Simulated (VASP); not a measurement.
# ZnCu (Pm-3m) in VASP: notebook

ZnCu is run at these levels: PBE; tasks: single point.

Everything below comes from runs of VASP 6.6.1. Logs are shortened: lines on timing, memory, paths and dates and some standing lists are left out, and cuts for length are marked.

## Step 1: The cell of the first run

The structure is cubic, space group Pm-3m (No. 221). Conventional cell: a = 2.925 Å, b = 2.925 Å, c = 2.925 Å, α = 90.00°, β = 90.00°, γ = 90.00°. Within 3.3 Å of Zn (site symmetry m-3m) lie 8 Cu at 2.53 Å and 6 Zn at 2.93 Å. Within 3.3 Å of Cu (site symmetry m-3m) lie 8 Zn at 2.53 Å and 6 Cu at 2.93 Å.

## Step 2: Single point, PBE (12.51 Å³/atom)

The input, INCAR:

```
SYSTEM = ZnCu
PREC     = Accurate       ! precision mode
ENCUT    = 520            ! plane-wave cutoff, eV
EDIFF    = 1E-7           ! SCF threshold, eV
ISMEAR   = 0              ! smearing method
SIGMA    = 0.05           ! smearing width, eV
LREAL    = .False.        ! projectors in reciprocal space
LASPH    = .True.         ! aspherical terms in the spheres
NELM     = 60             ! most SCF steps
ALGO     = Fast           ! electronic algorithm
ISIF     = 2              ! what is computed and relaxed
LWAVE    = .False.        ! write WAVECAR
LCHARG   = .False.        ! write CHGCAR
GGA      = PE             ! functional
NBANDS   = 18             ! bands
```

The input, KPOINTS:

```
regular mesh
0
Gamma
  12 12 12
  0 0 0
```

The input, POSCAR:

```
ZnCu
1.0
    2.9251504451      0.0000000000      0.0000000000
    0.0000000000      2.9251504451      0.0000000000
    0.0000000000      0.0000000000      2.9251504451
Zn Cu
1 1
Direct
    0.5000000000      0.5000000000      0.5000000000
    0.0000000000      0.0000000000      0.0000000000
```

Potentials or basis: VASP PAW PBE potentials, release 64 (Zn, Cu).

Launch:

```bash
$ cat potpaw_PBE.64/Zn/POTCAR potpaw_PBE.64/Cu/POTCAR > POTCAR
$ mpirun -np 1 vasp_std > vasp.out
```

OUTCAR:

```text
SYSTEM = ZnCu
   PREC = Accurate
   ENCUT = 520
   EDIFF = 1E-7
   ISMEAR = 0
   LREAL = .False.
   LASPH = .True.
   NELM = 60
   ISIF = 2
   GGA = PE

 ion  position               nearest neighbor table
   1  0.500  0.500  0.500-   2 2.53   2 2.53   2 2.53   2 2.53   2 2.53   2 2.53   2 2.53   2 2.53

   2  0.000  0.000  0.000-   1 2.53   1 2.53   1 2.53   1 2.53   1 2.53   1 2.53   1 2.53   1 2.53

  LATTYP: Found a simple cubic cell.
 ALAT       =     2.9251504451

  Lattice vectors:

 A1 = (   2.9251504451,   0.0000000000,   0.0000000000)
 A2 = (   0.0000000000,   2.9251504451,   0.0000000000)
 A3 = (   0.0000000000,   0.0000000000,   2.9251504451)

Analysis of symmetry for initial positions (statically):
=====================================================================
 Subroutine PRICEL returns:
 Original cell was already a primitive cell.

 Routine SETGRP: Setting up the symmetry group for a
 simple cubic supercell.

 Subroutine GETGRP returns: Found 48 space group operations
 (whereof 48 operations were pure point group operations)
 out of a pool of 48 trial point group operations.

The static configuration has the point symmetry O_h .

Analysis of symmetry for dynamics (positions and initial velocities):
=====================================================================
 Subroutine PRICEL returns:
 Original cell was already a primitive cell.

 Routine SETGRP: Setting up the symmetry group for a
 simple cubic supercell.

 Subroutine GETGRP returns: Found 48 space group operations
 (whereof 48 operations were pure point group operations)
 out of a pool of 48 trial point group operations.

The dynamic configuration has the point symmetry O_h .

 Subroutine INISYM returns: Found 48 space group operations
 (whereof 48 operations are pure point group operations),
 and found     1 'primitive' translations

----------------------------------------------------------------------------------------

                                     Primitive cell

  volume of cell :      25.0291

  direct lattice vectors                    reciprocal lattice vectors
     2.925150445  0.000000000  0.000000000     0.341862758  0.000000000  0.000000000
     0.000000000  2.925150445  0.000000000     0.000000000  0.341862758  0.000000000
     0.000000000  0.000000000  2.925150445     0.000000000  0.000000000  0.341862758

  length of vectors
     2.925150445  2.925150445  2.925150445     0.341862758  0.341862758  0.341862758

[... 75 lines left out ...]
   LNONCOLLINEAR =      F non collinear calculations
   LSORBIT =      F    spin-orbit coupling
   LASPH  =      T    aspherical Exc in radial PAW
   ENCUT  =  520.0 eV  38.22 Ry    6.18 a.u.   5.44  5.44  5.44*2*pi/ulx,y,z
   NELM   =     60;   NELMIN=  2; NELMDL= -5     # of ELM steps
   EDIFF  = 0.1E-06   stopping-criterion for ELM
   LREAL  =      F    real-space projection
   EDIFFG = 0.1E-05   stopping-criterion for IOM
   NSW    =      0    number of steps for IOM
   IBRION =     -1    ionic relax: 0-MD 1-quasi-New 2-CG
   NFREE  =      0    steps in history (QN), initial steepest desc. (CG)
   ISIF   =      2    stress and relaxation
   ISYM   =      2    0-nonsym 1-usesym 2-fastsym
   POTIM  = 0.5000    time-step for ionic-motion
   TEBEG  =    0.0;   TEEND  =   0.0 temperature during run
   PSTRESS=    0.0 pullay stress
   NELECT =      23.0000    total number of electrons
   NUPDOWN=      -1.0000    fix difference up-down
   EMIN   =  10.00;   EMAX   =-10.00  energy-range for DOS
   EFERMI =   0.00;   METHOD = LEGACY
   ISMEAR =     0;   SIGMA  =   0.05  broadening in eV -4-tet -1-fermi 0-gaus
   EFERMI_NEDOS =   21; number of points for ismear=-14 and -15
   IALGO  =     68    algorithm
   IMIX   =      4    mixing-type and parameters
     AMIX     =   0.40;   BMIX     =  1.00
     AMIX_MAG =   1.60;   BMIX_MAG =  1.00
  volume/ion in A,a.u.               =      12.51        84.45
  Fermi-wavevector in a.u.,A,eV,Ry     =   1.591607  3.007702 34.466463  2.533214
  Thomas-Fermi vector in A             =   2.690121
   LORBIT       =      0    0 simple, 1 ext, 2 COOP (PROOUT), +10 PAW based schemes
   GGA     = PE    functional components
   LHFCALC =     F    Hartree Fock is set to
   AEXX    =    0.0000 exact exchange contribution
   IVDW    =     0    specifies the selected vdW correction
   LEPSILON=     F    determine dielectric tensor
   LRPA    =     F    only Hartree local field effects (RPA)
 non-spin polarized calculation
 RMM-DIIS sequential band-by-band and
 Gauss-broadening in eV      SIGMA  =   0.05
  energy-cutoff  :      520.00
  volume of cell :       25.03
 maximum number of plane-waves:       693
 NGX is ok and might be reduce to    24
   NGX = 11   NGY = 11   NGZ = 11

 number of electron      22.9999987 magnetization

 Free energy of the ion-electron system (eV)
  ---------------------------------------------------
  ext. energy  EPLUGINS =         0.00000000
  ---------------------------------------------------
  free energy    TOTEN  =        -4.99055462 eV

  energy without entropy =       -4.98984636  energy(sigma->0) =       -4.99020049

 E-fermi :   5.6612     XC(G=0): -12.5152

 val. band max:        5.6497824141   @ k =   0.5000   0.3333   0.3333
 cond. band min:       5.6706794534   @ k =   0.5000   0.3333   0.3333
 fundamental gap:      0.0208970393
 Fermi energy:         5.6611874131

 k-point     1 :       0.0000    0.0000    0.0000
  band No.  band energies     occupation
      1      -4.7590      2.00000
      2      -2.1783      2.00000
      3      -2.1783      2.00000
      4      -1.4483      2.00000
      5      -1.4483      2.00000
      6      -1.4483      2.00000
[... 481 lines left out ...]
      5      -1.3831      2.00000
      6       0.3375      2.00000
[... 10 lines left out ...]
     17      21.2443      0.00000
     18      21.8905      0.00000

 [... further k-points ...]
[... 5 lines left out ...]
  --------------------------------------------------------------------------------------
  -------------------------------------------------------------------------------------
  Total        0.8619919      0.8619919      0.8619919      0.0000000     -0.0000000      0.0000000
  in kB       55.1784042     55.1784042     55.1784042      0.0000000     -0.0000000      0.0000000
  external PRESSURE =      55.1784042 kB  Pullay stress =       0.0000000 kB

 VOLUME and BASIS-vectors are now :
 -----------------------------------------------------------------------------
  energy-cutoff  :      520.00
  volume of cell :       25.03
      direct lattice vectors                 reciprocal lattice vectors
     2.925150445  0.000000000  0.000000000     0.341862758  0.000000000  0.000000000
     0.000000000  2.925150445  0.000000000     0.000000000  0.341862758  0.000000000
     0.000000000  0.000000000  2.925150445     0.000000000  0.000000000  0.341862758

 POSITION                                       TOTAL-FORCE (eV/Angst)
 -----------------------------------------------------------------------------------
      1.46258      1.46258      1.46258         0.000000      0.000000      0.000000
      0.00000      0.00000      0.00000         0.000000      0.000000      0.000000
 -----------------------------------------------------------------------------------
    total drift:                                0.000000      0.000000     -0.000000

  FREE ENERGIE OF THE ION-ELECTRON SYSTEM (eV)
  ---------------------------------------------------
  free  energy   TOTEN  =        -4.9905546194 eV

  energy  without entropy=       -4.9898463597  energy(sigma->0) =       -4.99020049
```

OSZICAR:

```text
N       E                     dE             d eps       ncg     rms          rms(c)
DAV:   1     0.113986100159E+03    0.11399E+03   -0.11424E+04  3320   0.214E+03
DAV:   2    -0.128783879596E+01   -0.11527E+03   -0.11019E+03  3038   0.302E+02
[... 12 lines left out ...]
RMM:  15    -0.499055419362E+01   -0.19006E-05   -0.21113E-05  3607   0.371E-02    0.182E-03
RMM:  16    -0.499055449651E+01   -0.30289E-06   -0.28756E-06  3369   0.137E-02    0.315E-03
RMM:  17    -0.499055526016E+01   -0.76365E-06   -0.10441E-06  3153   0.127E-02    0.768E-03
RMM:  18    -0.499055449670E+01    0.76346E-06   -0.26854E-06  3186   0.240E-02    0.146E-03
RMM:  19    -0.499055466078E+01   -0.16409E-06   -0.29876E-07  2705   0.685E-03    0.293E-03
RMM:  20    -0.499055461941E+01    0.41370E-07   -0.81280E-08  2110   0.269E-03
   1 F= -.49905546E+01 E0= -.49902005E+01  d E =-.708260E-03
```

Run time: 25 s. Hardware: 1 thread of Intel Xeon Platinum 8375C at 2.90GHz (Ice Lake), shared host; peak memory 0.16 GiB.

Results:

* Free energy: -4.9906 eV
* Pressure: 5.5 GPa
* Band gap on the k mesh: zero (an odd number of electrons rules out a gap without spin polarisation)

Caveat: the cell stands under pressure.

## Step 3: Single point, PBE (12.32 Å³/atom)

This run uses another cell than the first one, of 12.32 Å³/atom.

The input, INCAR:

```
  ALGO = Fast
  EDIFF = 1E-6
  ENCUT = 520
  GGA = PE
  ISIF = 2
  ISMEAR = 0
  LASPH = T
  LCHARG = T
  LELF = T
  LREAL = F
  LVHAR = T
  LWAVE = F
  NBANDS = 18
  NELM = 80
  PREC = Accurate
  SIGMA = 0.05
```

The input, KPOINTS:

```
k-points
0
Gamma
  12 12 12
```

The input, POSCAR:

```
ZnCu
1.0
    2.9098352407      0.0000000000      0.0000000000
    0.0000000000      2.9098352407      0.0000000000
    0.0000000000      0.0000000000      2.9098352407
Zn Cu
1 1
Direct
    0.5000000000      0.5000000000      0.5000000000
    0.0000000000      0.0000000000      0.0000000000
```

Potentials or basis: VASP PAW PBE potentials, release 64 (Zn, Cu).

Launch:

```bash
$ cat potpaw_PBE.64/Zn/POTCAR potpaw_PBE.64/Cu/POTCAR > POTCAR
$ mpirun -np 1 vasp_std > vasp.out
```

Run time: 21 s. Hardware: 1 thread of Intel Xeon Platinum 8375C at 2.90GHz (Ice Lake), shared host; peak memory 0.16 GiB.

It converged, with:

```
Free energy            : -4.9736 eV
Pressure               : 8.3 GPa
Band gap on the k mesh : zero (an odd number of electrons rules out a gap without spin polarisation)
```

Levels at points of the mesh, in eV from the Fermi level:
```csv
k point,band 9,band 10,band 11,band 12,band 13,band 14
"(0.00, 0.00, 0.00)",-2.73,-2.73,-2.73,6.43,6.43,6.43
"(0.50, 0.00, 0.00)",-3.31,-3.31,-2.81,-1.97,12.10,12.10
"(0.50, 0.50, 0.00)",-2.88,-2.48,-1.93,-1.93,1.99,2.32
"(0.50, 0.50, 0.50)",-2.46,-2.46,4.19,4.50,4.50,4.50
```

Caveat: the cell stands under pressure.
